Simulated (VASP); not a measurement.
Write the native input for VASP 6.6.1 that does the following.

| Quantity | Value |
| --- | --- |
| Task | single point |
| Functional | PBE |
| Potentials or basis | VASP PAW PBE potentials, release 64 (Yb, H) |
| Cutoff | 520 eV |
| k mesh | 7 × 7 × 7 |
| Occupations | fermi-dirac, width 0.05 eV |
| Spin | collinear spin, zero start |
| Starting moments | [0.0, 0.0, 0.0, 0.0] μB |
| Fixed moment | 0 μB |
| Dipole correction | no |
| Further INCAR settings | ALGO = Normal; EDIFF = 1e-06; NBANDS = 26 |

The structure of YbH3 lies in POSCAR:

```
YbH3
1.0
    0.0000000000      2.6049710000      2.6049710000
    2.6049710000      0.0000000000      2.6049710000
    2.6049710000      2.6049710000      0.0000000000
Yb H
1 3
Direct
    0.0000000000      0.0000000000      0.0000000000
    0.5000000000      0.5000000000      0.5000000000
    0.2500000000      0.2500000000      0.2500000000
    0.7500000000      0.7500000000      0.7500000000
```

One way to write it, as run:

INCAR

```
SYSTEM = YbH3
PREC = Accurate
ENCUT = 520
EDIFF = 1E-6
ISMEAR = -1
SIGMA = 0.05
LREAL = .False.
LASPH = .True.
NELM = 150
ALGO = Normal
ISIF = 2
LWAVE = .False.
LCHARG = .False.
ISPIN = 2
MAGMOM = 0 0 0 0
LORBIT = 11
NUPDOWN = 0.0
LMAXMIX = 6
GGA = PE
NBANDS = 26
```

KPOINTS

```
Automatic mesh
0
Gamma
  7 7 7
  0 0 0
```

Potentials or basis: VASP PAW PBE potentials, release 64 (Yb, H).

The run is started by

```bash
$ cat potpaw_PBE.64/Yb/POTCAR potpaw_PBE.64/H/POTCAR > POTCAR
$ mpirun -np 1 vasp_std > vasp.out
```

It gave:

| Property | Result |
| --- | --- |
| Pressure | -5.8 GPa |
| Net moment | 0.00 μB per cell |
| Valence electrons inside the program's atomic spheres | Yb 22.05; H 0.46, 0.55 (each value once) |

Caveat: the cell stands under tension; the total moment is fixed, so each spin has its own Fermi level.

Run time: 59 s on 1 thread of Intel(R) Xeon(R) Platinum 8375C CPU @ 2.90GHz (Ice Lake) (shared host), peak memory 0.2 GiB.
